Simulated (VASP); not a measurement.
A run of VASP 6.6.1 is set up as follows.

File POSCAR:

```
Si16Ni
1.0
    0.0000000000      5.4300000000      5.4300000000
    5.4300000000      0.0000000000      5.4300000000
    5.4300000000      5.4300000000      0.0000000000
Si Ni
16 1
Direct
   -0.0187979742      0.0296653775     -0.0356351750
    0.1255252302      0.1922541436      0.0192802947
    0.0250952118     -0.0352655617      0.4833769797
    0.0536462247      0.1806025783      0.5957294659
   -0.0278037753      0.4934630755      0.1049630755
    0.1620802026      0.6671194291      0.1690199816
    0.0972475138      0.4895718232      0.5295092081
    0.0865663904      0.6449923573      0.7312363720
    0.4869480663      0.1697392265     -0.1814165746
    0.6065917127      0.1395121547      0.0687631676
    0.3540993554      0.0018050645      0.3520638122
    0.7309904236     -0.1438534070      0.6955690608
    0.5138404236      0.5062096685      0.0375061694
    0.6078430018      0.5180116943      0.2629754144
    0.4630028545      0.5281614180      0.5976091160
    0.7040298343      0.5668213628      0.6773211786
    0.2775220994      0.8709069982      0.2022031308
```

File INCAR.step1:

```
  PREC = Accurate
  ENCUT = 520
  ISMEAR = 0
  SIGMA = 0.02
  LREAL = Auto
  LASPH = T
  NELM = 150
  ISPIN = 2
  MAGMOM = 0 0 0 0 0 0 0 0 0 0 0 0 0 0 0 0 0
  LMAXMIX = 4
  NBANDS = 55
  GGA = PE
  ALGO = Normal
  EDIFF = 1E-4
  LWAVE = T
  LCHARG = F
```

File INCAR.step2:

```
  PREC = Accurate
  ENCUT = 520
  EDIFF = 1E-6
  ISMEAR = 0
  SIGMA = 0.02
  LREAL = Auto
  LASPH = T
  NELM = 150
  ALGO = Normal
  ISIF = 2
  LWAVE = F
  LCHARG = F
  ISPIN = 2
  MAGMOM = 0 0 0 0 0 0 0 0 0 0 0 0 0 0 0 0 0
  LORBIT = 11
  LMAXMIX = 4
  METAGGA = R2SCAN
  LMIXTAU = T
  NBANDS = 55
  ISTART = 1
```

The input KPOINTS:

```
regular mesh
0
Gamma
  1 1 1
```

Potentials or basis: VASP PAW PBE potentials, release 64 (Si, Ni).

Command:

```sh
$ cat potpaw_PBE.64/Si/POTCAR potpaw_PBE.64/Ni/POTCAR > POTCAR
$ cp INCAR.step1 INCAR
$ mpirun -np 1 vasp_gam > vasp.out
$ cp INCAR.step2 INCAR
$ mpirun -np 1 vasp_gam > vasp.out
```

Predict the pressure.

6.0 GPa.

Predict the largest force.

0.827 eV/Å.

Estimate the net moment.

0.00 μB per cell.

Stress tensor (GPa, compression positive):
```
 1.93  1.39  0.53
 1.39  6.07 -0.27
 0.53 -0.27 10.03
```

Caveat: the k points lie up to 1.00 Å⁻¹ apart; the PAW data sets were made with another functional, which shifts forces and pressure a little.
